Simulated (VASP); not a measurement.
# SiC (gw) (Imm2) in VASP: notebook

Runs on SiC (gw). Level: PBEsol. Tasks: single point.

Program: VASP 6.6.1. These are calculated values, not measurements. Logs are shortened: lines on timing, memory, paths and dates and some standing lists are left out, and cuts for length are marked.

## (1) The cell of the first run

It takes space group Imm2 (No. 44, orthorhombic). The conventional cell has a = 3.072 Å, b = 3.112 Å, c = 4.400 Å, α = 90.00°, β = 90.00°, γ = 90.00°. Within 2.5 Å of Si (site symmetry mm2) lie 4 C at 1.89 to 1.90 Å. Within 2.5 Å of C (site symmetry mm2) lie 4 Si at 1.89 to 1.90 Å.

## (2) Single point, PBEsol

The input, INCAR:

```
ALGO = Normal
EDIFF = 1E-6
ENCUT = 600
GGA = PS
GGA_COMPAT = False
ISIF = 2
ISMEAR = 0
LASPH = True
LCHARG = True
LELF = True
LREAL = False
LVHAR = True
LWAVE = False
NBANDS = 11
NELM = 120
PREC = Accurate
SIGMA = 0.01
```

The input, KPOINTS:

```
k-points
0
Gamma
  6 6 6
```

The input, POSCAR:

```
SiC
1.0
   -0.0141075742      2.1861346440      2.2002422182
    2.1861346440     -0.0141075742      2.2002422182
    2.1720270699      2.1720270699      0.0000000000
Si C
1 1
Direct
   -0.0005996030     -0.0005996030      0.0005996030
    0.2505996030      0.2505996030      0.2494003970
```

Potentials or basis: VASP PAW PBE potentials, release 64 (Si, C).

The run is started by

```console
> cat potpaw_PBE.64/Si/POTCAR potpaw_PBE.64/C/POTCAR > POTCAR
> mpirun -np 1 vasp_std > vasp.out
```

OUTCAR:

```text
EDIFF = 1E-6
   ENCUT = 600
   GGA = PS
   ISIF = 2
   ISMEAR = 0
   LASPH = True
   LREAL = False
   NELM = 120
   PREC = Accurate

 ion  position               nearest neighbor table
   1  0.999  0.999  0.001-   2 1.89   2 1.89   2 1.90   2 1.90
   2  0.251  0.251  0.249-   1 1.89   1 1.89   1 1.90   1 1.90

  LATTYP: Found a body centered orthorhombic cell.
 ALAT       =     3.0717101401
 B/A-ratio  =     1.0129902379
 C/A-ratio  =     1.4325845329

  Lattice vectors:

 A1 = (   0.0141075742,  -2.1861346440,  -2.2002422182)
 A2 = (  -0.0141075741,   2.1861346441,  -2.2002422182)
 A3 = (   2.1861346440,  -0.0141075742,   2.2002422182)

Analysis of symmetry for initial positions (statically):
=====================================================================
 Subroutine PRICEL returns:
 Original cell was already a primitive cell.

 Routine SETGRP: Setting up the symmetry group for a
 body centered orthorhombic supercell.

 Subroutine GETGRP returns: Found  4 space group operations
 (whereof  4 operations were pure point group operations)
 out of a pool of  8 trial point group operations.

The static configuration has the point symmetry C_2v.

Analysis of symmetry for dynamics (positions and initial velocities):
=====================================================================
 Subroutine PRICEL returns:
 Original cell was already a primitive cell.

 Routine SETGRP: Setting up the symmetry group for a
 body centered orthorhombic supercell.

 Subroutine GETGRP returns: Found  4 space group operations
 (whereof  4 operations were pure point group operations)
 out of a pool of  8 trial point group operations.

The dynamic configuration has the point symmetry C_2v.

 Subroutine INISYM returns: Found  4 space group operations
 (whereof  4 operations are pure point group operations),
 and found     1 'primitive' translations

----------------------------------------------------------------------------------------

                                     Primitive cell

  volume of cell :      21.0299

  direct lattice vectors                    reciprocal lattice vectors
    -0.014107574  2.186134644  2.200242218    -0.227247707  0.227247707  0.227247707
     2.186134644 -0.014107574  2.200242218     0.227247707 -0.227247707  0.227247707
     2.172027070  2.172027070  0.000000000     0.230199709  0.230199709 -0.227247707

[... 83 lines left out ...]
   EDIFF  = 0.1E-05   stopping-criterion for ELM
   LREAL  =      F    real-space projection
   EDIFFG = 0.1E-04   stopping-criterion for IOM
   NSW    =      0    number of steps for IOM
   IBRION =     -1    ionic relax: 0-MD 1-quasi-New 2-CG
   NFREE  =      0    steps in history (QN), initial steepest desc. (CG)
   ISIF   =      2    stress and relaxation
   ISYM   =      2    0-nonsym 1-usesym 2-fastsym
   POTIM  = 0.5000    time-step for ionic-motion
   TEBEG  =    0.0;   TEEND  =   0.0 temperature during run
   PSTRESS=    0.0 pullay stress
   NELECT =       8.0000    total number of electrons
   NUPDOWN=      -1.0000    fix difference up-down
   EMIN   =  10.00;   EMAX   =-10.00  energy-range for DOS
   EFERMI =   0.00;   METHOD = LEGACY
   ISMEAR =     0;   SIGMA  =   0.01  broadening in eV -4-tet -1-fermi 0-gaus
   EFERMI_NEDOS =   21; number of points for ismear=-14 and -15
   IALGO  =     38    algorithm
   IMIX   =      4    mixing-type and parameters
     AMIX     =   0.40;   BMIX     =  1.00
     AMIX_MAG =   1.60;   BMIX_MAG =  1.00
  volume/ion in A,a.u.               =      10.51        70.96
  Fermi-wavevector in a.u.,A,eV,Ry     =   1.186204  2.241601 19.144488  1.407080
  Thomas-Fermi vector in A             =   2.322382
   LORBIT       =      0    0 simple, 1 ext, 2 COOP (PROOUT), +10 PAW based schemes
   GGA     = PS    functional components
   LHFCALC =     F    Hartree Fock is set to
   AEXX    =    0.0000 exact exchange contribution
   IVDW    =     0    specifies the selected vdW correction
   LEPSILON=     F    determine dielectric tensor
   LRPA    =     F    only Hartree local field effects (RPA)
 non-spin polarized calculation
 Gauss-broadening in eV      SIGMA  =   0.01
  energy-cutoff  :      600.00
  volume of cell :       21.03
 maximum number of plane-waves:       721
 NGX is ok and might be reduce to    28
   NGX = 13   NGY = 13   NGZ = 13

 number of electron       8.0000000 magnetization

 Free energy of the ion-electron system (eV)
  ---------------------------------------------------
  ext. energy  EPLUGINS =         0.00000000
  ---------------------------------------------------
  free energy    TOTEN  =       -15.89849263 eV

  energy without entropy =      -15.89849263  energy(sigma->0) =      -15.89849263

 E-fermi :   8.0782     XC(G=0): -11.4337

 val. band max:        7.9615303613   @ k =   0.0000   0.0000   0.0000
 cond. band min:       9.1053236201   @ k =   0.5000  -0.0000   0.5000
 fundamental gap:      1.1437932588
 Fermi energy:         8.0782157766

 k-point     1 :       0.0000    0.0000    0.0000
  band No.  band energies     occupation
      1      -7.4179      2.00000
      2       7.8360      2.00000
      3       7.8526      2.00000
      4       7.9615      2.00000
      5      13.8453      0.00000
      6      14.8670      0.00000
      7      15.0558      0.00000
      8      15.1415      0.00000
      9      22.1380      0.00000
     10      22.3393      0.00000
     11      23.8894      0.00000
[... 309 lines left out ...]
 k-point    24 :       0.5000    0.5000    0.1667
  band No.  band energies     occupation
      1      -3.1311      2.00000
      2       1.0383      2.00000
      3       3.6028      2.00000
      4       5.0500      2.00000
      5      10.4419      0.00000
      6      14.1079      0.00000
      7      19.7101      0.00000
      8      19.8803      0.00000
      9      21.7721      0.00000
     10      25.6942      0.00000
     11      29.0714      0.00000

 [... further k-points ...]
[... 5 lines left out ...]
  --------------------------------------------------------------------------------------
  -------------------------------------------------------------------------------------
  Total       -0.3712265     -0.3712265     -0.5905648      0.4049398      0.0000000      0.0000000
  in kB      -28.2822106    -28.2822106    -44.9926842     30.8506840      0.0000000      0.0000000
  external PRESSURE =     -33.8523685 kB  Pullay stress =       0.0000000 kB

 VOLUME and BASIS-vectors are now :
 -----------------------------------------------------------------------------
  energy-cutoff  :      600.00
  volume of cell :       21.03
      direct lattice vectors                 reciprocal lattice vectors
    -0.014107574  2.186134644  2.200242218    -0.227247707  0.227247707  0.227247707
     2.186134644 -0.014107574  2.200242218     0.227247707 -0.227247707  0.227247707
     2.172027070  2.172027070  0.000000000     0.230199709  0.230199709 -0.227247707

 POSITION                                       TOTAL-FORCE (eV/Angst)
 -----------------------------------------------------------------------------------
      2.17203      2.17203      4.39785         0.000000      0.000000     -0.000298
      1.08601      1.08601      1.10276        -0.000000     -0.000000      0.000298
 -----------------------------------------------------------------------------------
    total drift:                               -0.000000     -0.000000      0.000062

  FREE ENERGIE OF THE ION-ELECTRON SYSTEM (eV)
  ---------------------------------------------------
  free  energy   TOTEN  =       -15.8984926334 eV

  energy  without entropy=      -15.8984926334  energy(sigma->0) =      -15.89849263
```

stdout:

```text
POSCAR found type information on POSCAR SiC
 POSCAR found :  2 types and       2 ions
 scaLAPACK will be used
 -----------------------------------------------------------------------------
|                                                                             |
|                                                                             |
|     You enforced a specific xc type in the INCAR file but a different       |
|     I HOPE YOU KNOW WHAT YOU ARE DOING!                                     |
|                                                                             |
 -----------------------------------------------------------------------------

 LDA part: xc-table for (Slater+PW92), standard interpolation
 POSCAR, INCAR and KPOINTS ok, starting setup
 FFT: planning ... GRIDC
 FFT: planning ... GRID_SOFT
 FFT: planning ... GRID
 WAVECAR not read
 entering main loop
```

It took 19 s on 1 thread of AMD EPYC 9R14 (Zen 4), shared host; peak memory 0.12 GiB.

Results:

```
Free energy            : -15.8985 eV
Pressure               : -3.4 GPa
Band gap on the k mesh : 1.14 eV, indirect (least direct gap 4.29 eV)
```

Levels at points of the mesh, in eV from the valence-band top:
| k point | band 1 | band 2 | band 3 | band 4 | band 5 | band 6 | band 7 | band 8 |
| --- | --- | --- | --- | --- | --- | --- | --- | --- |
| (0.00, 0.00, 0.00) | -15.38 | -0.13 | -0.11 | 0.00 | 5.88 | 6.91 | 7.09 | 7.18 |
| (0.50, 0.00, 0.00) | -11.88 | -8.61 | -1.15 | -1.03 | 5.22 | 6.96 | 7.15 | 9.78 |
| (0.50, 0.50, 0.00) | -10.42 | -7.92 | -3.33 | -3.10 | 1.19 | 4.14 | 13.69 | 13.72 |
| (0.00, 0.00, 0.50) | -11.79 | -8.57 | -1.19 | -1.15 | 5.06 | 6.93 | 6.93 | 9.71 |
| (0.50, 0.00, 0.50) | -10.37 | -7.84 | -3.29 | -3.28 | 1.14 | 4.02 | 13.57 | 13.73 |

Caveat: the PAW data sets were made with another functional, which shifts forces and pressure a little. PBEsol gaps usually lie below the measured ones, often by a third to a half.

## (3) Single point, PBEsol

The input, INCAR:

```
SYSTEM = SiC
ALGO = Normal
EDIFF = 1E-6
ENCUT = 600
GGA = PS
GGA_COMPAT = .False.
ISIF = 2
ISMEAR = 0
LASPH = .True.
LCHARG = .False.
LREAL = .False.
LWAVE = .False.
NBANDS = 11
NELM = 120
PREC = Accurate
SIGMA = 0.01
```

The input, KPOINTS:

```
k-points
0
Gamma
  6 6 6
  0 0 0
```

POSCAR is that of step 2.

Potentials or basis: VASP PAW PBE potentials, release 64 (Si, C).

The run is started by

```console
> cat potpaw_PBE.64/Si/POTCAR potpaw_PBE.64/C/POTCAR > POTCAR
> mpirun -np 1 vasp_std > vasp.out
```

It took 17 s on 1 thread of AMD EPYC 9R14 (Zen 4), shared host; peak memory 0.12 GiB.

Results (log left out):

```
Free energy            : -15.8985 eV
Pressure               : -3.4 GPa
Band gap on the k mesh : 1.14 eV, indirect (least direct gap 4.29 eV)
```

Stress tensor (GPa, compression positive):
```
-2.83  3.09  0.00
 3.09 -2.83  0.00
 0.00  0.00 -4.50
```

Levels at points of the mesh, in eV from the valence-band top:
| k point | band 2 | band 3 | band 4 | band 5 | band 6 | band 7 |
| --- | --- | --- | --- | --- | --- | --- |
| (0.00, 0.00, 0.00) | -0.13 | -0.11 | 0.00 | 5.88 | 6.91 | 7.09 |
| (0.50, 0.00, 0.00) | -8.61 | -1.15 | -1.03 | 5.22 | 6.96 | 7.15 |
| (0.50, 0.50, 0.00) | -7.92 | -3.33 | -3.10 | 1.19 | 4.14 | 13.69 |
| (0.00, 0.00, 0.50) | -8.57 | -1.19 | -1.15 | 5.06 | 6.93 | 6.93 |
| (0.50, 0.00, 0.50) | -7.84 | -3.29 | -3.28 | 1.14 | 4.02 | 13.57 |

Caveat: the PAW data sets were made with another functional, which shifts forces and pressure a little. A k mesh can miss the band edges.
